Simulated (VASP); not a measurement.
# AlCo (Pm-3m) in VASP: a series of runs

AlCo is run at these levels: PBE; tasks: single point.

Program: VASP 6.6.1. These are calculated values, not measurements. Logs are shortened: lines on timing, memory, paths and dates and some standing lists are left out, and cuts for length are marked.

## Step 1: The cell of the first run

Symmetry: Pm-3m, No. 221, cubic system. The conventional cell has a = 2.852 Å, b = 2.852 Å, c = 2.852 Å, α = 90.00°, β = 90.00°, γ = 90.00°. Al (site symmetry m-3m) has 8 Co at 2.47 Å and 6 Al at 2.85 Å within 3.3 Å. Co (site symmetry m-3m) has 8 Al at 2.47 Å and 6 Co at 2.85 Å within 3.3 Å.

## Step 2: Single point, PBE

Input file INCAR:

```
SYSTEM = AlCo
PREC = Accurate
ENCUT = 520
EDIFF = 1E-7
ISMEAR = 0
SIGMA = 0.15
LREAL = .False.
LASPH = .True.
NELM = 60
ALGO = Normal
ISIF = 2
LWAVE = .False.
LCHARG = .True.
GGA = PE
LELF = .True.
LVHAR = .True.
NBANDS = 13
```

Input file KPOINTS:

```
regular mesh
0
Gamma
  12 12 12
  0 0 0
```

Input file POSCAR:

```
AlCo
1.0
    2.8519024102      0.0000000000      0.0000000000
    0.0000000000      2.8519024102      0.0000000000
    0.0000000000      0.0000000000      2.8519024102
Al Co
1 1
Direct
    0.0000000000      0.0000000000      0.0000000000
    0.5000000000      0.5000000000      0.5000000000
```

Potentials or basis: VASP PAW PBE potentials, release 64 (Al, Co).

On the command line:

```sh
$ cat potpaw_PBE.64/Al/POTCAR potpaw_PBE.64/Co/POTCAR > POTCAR
$ mpirun -np 1 vasp_std > vasp.out
```

OUTCAR:

```text
SYSTEM = AlCo
   PREC = Accurate
   ENCUT = 520
   EDIFF = 1E-7
   ISMEAR = 0
   LREAL = .False.
   LASPH = .True.
   NELM = 60
   ISIF = 2
   GGA = PE

 ion  position               nearest neighbor table
   1  0.000  0.000  0.000-   2 2.47   2 2.47   2 2.47   2 2.47   2 2.47   2 2.47   2 2.47   2 2.47

   2  0.500  0.500  0.500-   1 2.47   1 2.47   1 2.47   1 2.47   1 2.47   1 2.47   1 2.47   1 2.47

  LATTYP: Found a simple cubic cell.
 ALAT       =     2.8519024102

  Lattice vectors:

 A1 = (   2.8519024102,   0.0000000000,   0.0000000000)
 A2 = (   0.0000000000,   2.8519024102,   0.0000000000)
 A3 = (   0.0000000000,   0.0000000000,   2.8519024102)

Analysis of symmetry for initial positions (statically):
=====================================================================
 Subroutine PRICEL returns:
 Original cell was already a primitive cell.

 Routine SETGRP: Setting up the symmetry group for a
 simple cubic supercell.

 Subroutine GETGRP returns: Found 48 space group operations
 (whereof 48 operations were pure point group operations)
 out of a pool of 48 trial point group operations.

The static configuration has the point symmetry O_h .

Analysis of symmetry for dynamics (positions and initial velocities):
=====================================================================
 Subroutine PRICEL returns:
 Original cell was already a primitive cell.

 Routine SETGRP: Setting up the symmetry group for a
 simple cubic supercell.

 Subroutine GETGRP returns: Found 48 space group operations
 (whereof 48 operations were pure point group operations)
 out of a pool of 48 trial point group operations.

The dynamic configuration has the point symmetry O_h .

 Subroutine INISYM returns: Found 48 space group operations
 (whereof 48 operations are pure point group operations),
 and found     1 'primitive' translations

----------------------------------------------------------------------------------------

                                     Primitive cell

  volume of cell :      23.1955

  direct lattice vectors                    reciprocal lattice vectors
     2.851902410  0.000000000  0.000000000     0.350643134  0.000000000  0.000000000
     0.000000000  2.851902410  0.000000000     0.000000000  0.350643134  0.000000000
     0.000000000  0.000000000  2.851902410     0.000000000  0.000000000  0.350643134

  length of vectors
     2.851902410  2.851902410  2.851902410     0.350643134  0.350643134  0.350643134

  position of ions in fractional coordinates (direct lattice)
     0.000000000  0.000000000  0.000000000
     0.500000000  0.500000000  0.500000000

[... 82 lines left out ...]
   ISIF   =      2    stress and relaxation
   ISYM   =      2    0-nonsym 1-usesym 2-fastsym
   POTIM  = 0.5000    time-step for ionic-motion
   TEBEG  =    0.0;   TEEND  =   0.0 temperature during run
   PSTRESS=    0.0 pullay stress
   NELECT =      12.0000    total number of electrons
   NUPDOWN=      -1.0000    fix difference up-down
   EMIN   =  10.00;   EMAX   =-10.00  energy-range for DOS
   EFERMI =   0.00;   METHOD = LEGACY
   ISMEAR =     0;   SIGMA  =   0.15  broadening in eV -4-tet -1-fermi 0-gaus
   EFERMI_NEDOS =   21; number of points for ismear=-14 and -15
   IALGO  =     38    algorithm
   IMIX   =      4    mixing-type and parameters
     AMIX     =   0.40;   BMIX     =  1.00
     AMIX_MAG =   1.60;   BMIX_MAG =  1.00
  volume/ion in A,a.u.               =      11.60        78.27
  Fermi-wavevector in a.u.,A,eV,Ry     =   1.314218  2.483511 23.499543  1.727168
  Thomas-Fermi vector in A             =   2.444486
   LORBIT       =      0    0 simple, 1 ext, 2 COOP (PROOUT), +10 PAW based schemes
   GGA     = PE    functional components
   LHFCALC =     F    Hartree Fock is set to
   AEXX    =    0.0000 exact exchange contribution
   IVDW    =     0    specifies the selected vdW correction
   LEPSILON=     F    determine dielectric tensor
   LRPA    =     F    only Hartree local field effects (RPA)
 non-spin polarized calculation
 Gauss-broadening in eV      SIGMA  =   0.15
  energy-cutoff  :      520.00
  volume of cell :       23.20
 maximum number of plane-waves:       647
 NGX is ok and might be reduce to    24
   NGX = 11   NGY = 11   NGZ = 11

 number of electron      11.9999996 magnetization

 Free energy of the ion-electron system (eV)
  ---------------------------------------------------
  ext. energy  EPLUGINS =         0.00000000
  ---------------------------------------------------
  free energy    TOTEN  =       -11.99298967 eV

  energy without entropy =      -11.98323630  energy(sigma->0) =      -11.98811298

 E-fermi :  10.5419     XC(G=0): -12.2554

 val. band max:       10.5375016074   @ k =   0.4167   0.4167   0.0000
 cond. band min:      10.5569247515   @ k =   0.5000   0.4167   0.1667
 fundamental gap:      0.0194231441
 Fermi energy:        10.5419112287

 k-point     1 :       0.0000    0.0000    0.0000
  band No.  band energies     occupation
      1      -0.5131      2.00000
      2       7.5980      2.00000
      3       7.5980      2.00000
      4       9.7072      2.00000
      5       9.7072      2.00000
      6       9.7072      2.00000
      7      16.5028      0.00000
      8      16.5028      0.00000
      9      16.5028      0.00000
     10      19.2736      0.00000
     11      19.2736      0.00000
     12      25.6619      0.00000
     13      32.1414      0.00000
[... 354 lines left out ...]
  band No.  band energies     occupation
      1       4.2033      2.00000
      2       6.4093      2.00000
      3       7.9667      2.00000
      4       8.5714      2.00000
      5       9.0369      2.00000
      6       9.2115      2.00000
      7      10.7524      0.04715
      8      13.8936      0.00000
      9      15.8576      0.00000
     10      22.1816      0.00000
     11      23.7813      0.00000
     12      24.9267      0.00000
     13      26.8833      0.00000

 [... further k-points ...]
[... 5 lines left out ...]
  --------------------------------------------------------------------------------------
  -------------------------------------------------------------------------------------
  Total       -0.0019221     -0.0019221     -0.0019221      0.0000000      0.0000000      0.0000000
  in kB       -0.1327666     -0.1327666     -0.1327666      0.0000000      0.0000000      0.0000000
  external PRESSURE =      -0.1327666 kB  Pullay stress =       0.0000000 kB

 VOLUME and BASIS-vectors are now :
 -----------------------------------------------------------------------------
  energy-cutoff  :      520.00
  volume of cell :       23.20
      direct lattice vectors                 reciprocal lattice vectors
     2.851902410  0.000000000  0.000000000     0.350643134  0.000000000  0.000000000
     0.000000000  2.851902410  0.000000000     0.000000000  0.350643134  0.000000000
     0.000000000  0.000000000  2.851902410     0.000000000  0.000000000  0.350643134

 POSITION                                       TOTAL-FORCE (eV/Angst)
 -----------------------------------------------------------------------------------
      0.00000      0.00000      0.00000         0.000000      0.000000      0.000000
      1.42595      1.42595      1.42595         0.000000      0.000000      0.000000
 -----------------------------------------------------------------------------------
    total drift:                                0.000000     -0.000000     -0.000000

  FREE ENERGIE OF THE ION-ELECTRON SYSTEM (eV)
  ---------------------------------------------------
  free  energy   TOTEN  =       -11.9929896661 eV

  energy  without entropy=      -11.9832362955  energy(sigma->0) =      -11.98811298
```

OSZICAR:

```text
N       E                     dE             d eps       ncg     rms          rms(c)
DAV:   1     0.356970781466E+02    0.35697E+02   -0.52321E+03  2224   0.965E+02
DAV:   2    -0.120823550071E+02   -0.47779E+02   -0.43753E+02  2274   0.170E+02
DAV:   3    -0.136354023586E+02   -0.15530E+01   -0.15387E+01  2617   0.354E+01
DAV:   4    -0.136594382179E+02   -0.24036E-01   -0.24029E-01  2592   0.400E+00
DAV:   5    -0.136602845727E+02   -0.84635E-03   -0.84634E-03  2701   0.822E-01    0.125E+01
DAV:   6    -0.164587640886E+02   -0.27985E+01   -0.60084E+01  2509   0.974E+01    0.176E+01
DAV:   7    -0.120286896657E+02    0.44301E+01   -0.28789E+01  2549   0.626E+01    0.181E+00
DAV:   8    -0.120055831076E+02    0.23107E-01   -0.16102E-01  2557   0.294E+00    0.111E+00
DAV:   9    -0.119932885576E+02    0.12295E-01   -0.24117E-02  2844   0.189E+00    0.269E-01
DAV:  10    -0.119930023226E+02    0.28623E-03   -0.48606E-04  2678   0.200E-01    0.128E-01
DAV:  11    -0.119929897253E+02    0.12597E-04   -0.15651E-05  2996   0.347E-02    0.532E-03
DAV:  12    -0.119929896795E+02    0.45826E-07   -0.12315E-06  2735   0.937E-03    0.369E-03
DAV:  13    -0.119929896661E+02    0.13350E-07   -0.80489E-08  1686   0.204E-03
   1 F= -.11992990E+02 E0= -.11988113E+02  d E =-.975337E-02
```

stdout:

```text
POSCAR found type information on POSCAR AlCo
 POSCAR found :  2 types and       2 ions
 scaLAPACK will be used
 LDA part: xc-table for (Slater+PW92), standard interpolation
 POSCAR, INCAR and KPOINTS ok, starting setup
 FFT: planning ... GRIDC
 FFT: planning ... GRID_SOFT
 FFT: planning ... GRID
 WAVECAR not read
 entering main loop
```

It took 27 s on 1 thread of Intel Xeon 8259CL, shared host; peak memory 0.15 GiB.

What came out:

```
Free energy            : -11.9930 eV
Pressure               : 0.0 GPa
Band gap on the k mesh : zero (band 6 reaches 12.94 eV, above the bottom of band 7 at 10.31 eV)
```

Levels at points of the mesh, in eV from the Fermi level:
```tsv
k point	band 3	band 4	band 5	band 6	band 7	band 8	band 9	band 10
(0.00, 0.00, 0.00)	-2.94	-0.83	-0.83	-0.83	5.96	5.96	5.96	8.73
(0.50, 0.00, 0.00)	-2.36	-1.71	-1.71	-0.72	0.18	8.40	10.60	10.60
(0.50, 0.50, 0.00)	-2.67	-2.67	-1.50	-1.50	-0.23	2.42	3.44	12.73
(0.50, 0.50, 0.50)	-3.92	-0.20	-0.20	2.39	2.39	2.39	4.10	5.31
```

## Step 3: Single point, PBE (volume scaled by 0.94)

Input file INCAR:

```
SYSTEM = AlCo
PREC     = Accurate       ! precision mode
ENCUT    = 520            ! plane-wave cutoff, eV
EDIFF    = 1E-6           ! SCF threshold, eV
ISMEAR   = 0              ! smearing method
SIGMA    = 0.1            ! smearing width, eV
LREAL    = .FALSE.        ! projectors in reciprocal space
LASPH    = .TRUE.         ! aspherical terms in the spheres
NELM     = 80             ! most SCF steps
ALGO     = Fast           ! electronic algorithm
ISIF     = 2              ! what is computed and relaxed
LWAVE    = .FALSE.        ! write WAVECAR
LCHARG   = .FALSE.        ! write CHGCAR
GGA      = PE             ! functional
NBANDS   = 13             ! bands
```

Input file KPOINTS:

```
Automatic mesh
0
G
  14 14 14
  0 0 0
```

Input file POSCAR:

```
AlCo
1.0
    2.7936839778      0.0000000000      0.0000000000
    0.0000000000      2.7936839778      0.0000000000
    0.0000000000      0.0000000000      2.7936839778
Al Co
1 1
Direct
    0.0000000000      0.0000000000      0.0000000000
    0.5000000000      0.5000000000      0.5000000000
```

Potentials or basis: VASP PAW PBE potentials, release 64 (Al, Co).

On the command line:

```sh
$ cat potpaw_PBE.64/Al/POTCAR potpaw_PBE.64/Co/POTCAR > POTCAR
$ mpirun -np 1 vasp_std > vasp.out
```

Wall time 83 s (1 thread of AMD EPYC 7R13, shared host); peak memory 0.14 GiB.

Results (log left out):

```
Free energy            : -11.9398 eV
Pressure               : 12.3 GPa
Band gap on the k mesh : zero (band 6 reaches 13.79 eV, above the bottom of band 7 at 11.15 eV)
```

Levels at points of the mesh, in eV from the Fermi level:
```tsv
k point	band 2	band 3	band 4	band 5	band 6	band 7	band 8	band 9	band 10	band 11
(0.00, 0.00, 0.00)	-3.26	-3.26	-0.94	-0.94	-0.94	6.25	6.25	6.25	8.96	8.96
(0.50, 0.00, 0.00)	-6.96	-2.61	-1.88	-1.88	-0.81	0.19	8.45	10.93	10.93	12.28
(0.50, 0.50, 0.00)	-3.32	-2.83	-2.83	-1.67	-1.67	-0.28	2.59	3.79	13.43	16.35
(0.50, 0.50, 0.50)	-4.25	-4.25	-0.24	-0.24	2.37	2.37	2.37	4.66	5.63	5.63
```

 Spin polarisation is off, so any magnetic state and its effect on volume and gap are missing.

## Step 4: Single point, PBE (volume scaled by 0.97)

Input file INCAR:

```
PREC     = Accurate       # precision mode
ENCUT    = 520            # plane-wave cutoff, eV
EDIFF    = 1E-7           # SCF threshold, eV
ISMEAR   = 0              # smearing method
SIGMA    = 0.1            # smearing width, eV
LREAL    = False          # projectors in reciprocal space
LASPH    = True           # aspherical terms in the spheres
NELM     = 60             # most SCF steps
ALGO     = Fast           # electronic algorithm
ISIF     = 2              # what is computed and relaxed
LWAVE    = False          # write WAVECAR
LCHARG   = False          # write CHGCAR
GGA      = PE             # functional
NBANDS   = 13             # bands
```

Input file KPOINTS:

```
regular mesh
0
Gamma
  14 14 14
```

Input file POSCAR:

```
AlCo
1.0
    2.8230933387      0.0000000000      0.0000000000
    0.0000000000      2.8230933387      0.0000000000
    0.0000000000      0.0000000000      2.8230933387
Al Co
1 1
Direct
    0.0000000000      0.0000000000      0.0000000000
    0.5000000000      0.5000000000      0.5000000000
```

Potentials or basis: VASP PAW PBE potentials, release 64 (Al, Co).

On the command line:

```sh
$ cat potpaw_PBE.64/Al/POTCAR potpaw_PBE.64/Co/POTCAR > POTCAR
$ mpirun -np 1 vasp_std > vasp.out
```

OUTCAR:

```text
PREC = Accurate
   ENCUT = 520
   EDIFF = 1E-7
   ISMEAR = 0
   LREAL = False
   LASPH = True
   NELM = 60
   ISIF = 2
   GGA = PE

 ion  position               nearest neighbor table
   1  0.000  0.000  0.000-   2 2.44   2 2.44   2 2.44   2 2.44   2 2.44   2 2.44   2 2.44   2 2.44

   2  0.500  0.500  0.500-   1 2.44   1 2.44   1 2.44   1 2.44   1 2.44   1 2.44   1 2.44   1 2.44

  LATTYP: Found a simple cubic cell.
 ALAT       =     2.8230933387

  Lattice vectors:

 A1 = (   2.8230933387,   0.0000000000,   0.0000000000)
 A2 = (   0.0000000000,   2.8230933387,   0.0000000000)
 A3 = (   0.0000000000,   0.0000000000,   2.8230933387)

Analysis of symmetry for initial positions (statically):
=====================================================================
 Subroutine PRICEL returns:
 Original cell was already a primitive cell.

 Routine SETGRP: Setting up the symmetry group for a
 simple cubic supercell.

 Subroutine GETGRP returns: Found 48 space group operations
 (whereof 48 operations were pure point group operations)
 out of a pool of 48 trial point group operations.

The static configuration has the point symmetry O_h .

Analysis of symmetry for dynamics (positions and initial velocities):
[... 170 lines left out ...]
      1      -0.3077      2.00000
      2       7.8730      2.00000
      3       7.8730      2.00000
      4      10.0857      2.00000
      5      10.0857      2.00000
      6      10.0857      2.00000
      7      17.0722      0.00000
      8      17.0722      0.00000
      9      17.0722      0.00000
     10      19.8135      0.00000
     11      19.8135      0.00000
     12      26.6764      0.00000
     13      32.9351      0.00000
[... 354 lines left out ...]
  band No.  band energies     occupation
      1       2.8471      2.00000
      2       6.7952      2.00000
      3       8.3466      2.00000
      4       9.0475      2.00000
      5       9.4007      2.00000
      6       9.8343      2.00000
      7      11.6557      0.00000
      8      15.5543      0.00000
      9      19.4943      0.00000
     10      20.9923      0.00000
     11      23.3521      0.00000
     12      25.7747      0.00000
     13      28.0631      0.00000

 [... further k-points ...]
[... 5 lines left out ...]
  --------------------------------------------------------------------------------------
  -------------------------------------------------------------------------------------
  Total        0.7731211      0.7731211      0.7731211      0.0000000     -0.0000000      0.0000000
  in kB       55.0531797     55.0531797     55.0531797      0.0000000     -0.0000000      0.0000000
  external PRESSURE =      55.0531797 kB  Pullay stress =       0.0000000 kB

 VOLUME and BASIS-vectors are now :
 -----------------------------------------------------------------------------
  energy-cutoff  :      520.00
  volume of cell :       22.50
      direct lattice vectors                 reciprocal lattice vectors
     2.823093339  0.000000000  0.000000000     0.354221374  0.000000000  0.000000000
     0.000000000  2.823093339  0.000000000     0.000000000  0.354221374  0.000000000
     0.000000000  0.000000000  2.823093339     0.000000000  0.000000000  0.354221374

 POSITION                                       TOTAL-FORCE (eV/Angst)
 -----------------------------------------------------------------------------------
      0.00000      0.00000      0.00000         0.000000      0.000000      0.000000
      1.41155      1.41155      1.41155         0.000000      0.000000      0.000000
 -----------------------------------------------------------------------------------
    total drift:                                0.000000     -0.000000     -0.000000

  FREE ENERGIE OF THE ION-ELECTRON SYSTEM (eV)
  ---------------------------------------------------
  free  energy   TOTEN  =       -11.9791516664 eV

  energy  without entropy=      -11.9757803181  energy(sigma->0) =      -11.97746599
```

OSZICAR:

```text
N       E                     dE             d eps       ncg     rms          rms(c)
DAV:   1     0.366296327357E+02    0.36630E+02   -0.52536E+03  3184   0.985E+02
DAV:   2    -0.120978826068E+02   -0.48728E+02   -0.44528E+02  3255   0.173E+02
DAV:   3    -0.136385457831E+02   -0.15407E+01   -0.15296E+01  3871   0.356E+01
DAV:   4    -0.136622987324E+02   -0.23753E-01   -0.23747E-01  3618   0.399E+00
DAV:   5    -0.136630928894E+02   -0.79416E-03   -0.79414E-03  3906   0.793E-01    0.127E+01
RMM:   6    -0.162098403250E+02   -0.25467E+01   -0.15429E+01  3675   0.506E+01    0.178E+01
RMM:   7    -0.120076880532E+02    0.42022E+01   -0.46366E+00  3335   0.268E+01    0.263E+00
RMM:   8    -0.119895087410E+02    0.18179E-01   -0.30191E-02  3461   0.137E+00    0.104E+00
RMM:   9    -0.119961732420E+02   -0.66645E-02   -0.38999E-02  3710   0.177E+00    0.115E+00
RMM:  10    -0.119791055209E+02    0.17068E-01   -0.16600E-02  3638   0.174E+00    0.131E-01
RMM:  11    -0.119792546188E+02   -0.14910E-03   -0.80924E-04  4022   0.203E-01    0.114E-01
RMM:  12    -0.119791438408E+02    0.11078E-03   -0.28084E-04  4280   0.148E-01    0.189E-02
RMM:  13    -0.119791537296E+02   -0.98888E-05   -0.67170E-05  4221   0.572E-02    0.253E-02
RMM:  14    -0.119791510673E+02    0.26624E-05   -0.12823E-05  4178   0.344E-02    0.524E-03
RMM:  15    -0.119791515859E+02   -0.51862E-06   -0.47458E-06  4384   0.172E-02    0.624E-03
RMM:  16    -0.119791516664E+02   -0.80498E-07   -0.88573E-07  3947   0.553E-03
   1 F= -.11979152E+02 E0= -.11977466E+02  d E =-.337135E-02
```

stdout:

```text
POSCAR found type information on POSCAR AlCo
 POSCAR found :  2 types and       2 ions
 scaLAPACK will be used
 LDA part: xc-table for (Slater+PW92), standard interpolation
 POSCAR, INCAR and KPOINTS ok, starting setup
 FFT: planning ... GRIDC
 FFT: planning ... GRID_SOFT
 FFT: planning ... GRID
 WAVECAR not read
 entering main loop
WARNING in EDDRMM: call to ZHEGV failed, returncode =   8  4     13
```

It took 91 s on 1 thread of AMD EPYC 7R13, shared host; peak memory 0.13 GiB.

What came out:

```
Free energy            : -11.9792 eV
Pressure               : 5.5 GPa
Band gap on the k mesh : zero (band 6 reaches 13.35 eV, above the bottom of band 7 at 10.72 eV)
```

 Spin polarisation is off, so any magnetic state and its effect on volume and gap are missing.

## Step 5: Summary

```csv
cell,k mesh,smearing,gap on the mesh (eV),pressure (GPa)
"a = 2.852 Å, 2 atoms",12 × 12 × 12,gaussian 0.15 eV,none,0.0
"a = 2.794 Å, 2 atoms",14 × 14 × 14,gaussian 0.1 eV,none,12.3
"a = 2.823 Å, 2 atoms",14 × 14 × 14,gaussian 0.1 eV,none,5.5
```

Alike in all rows: task single point; level PBE; potentials or basis VASP PAW PBE potentials, release 64 (Al, Co); no spin polarisation; cutoff (eV) 520.

Total energies depend on the potentials used, so only differences within one code and one set of settings carry meaning.
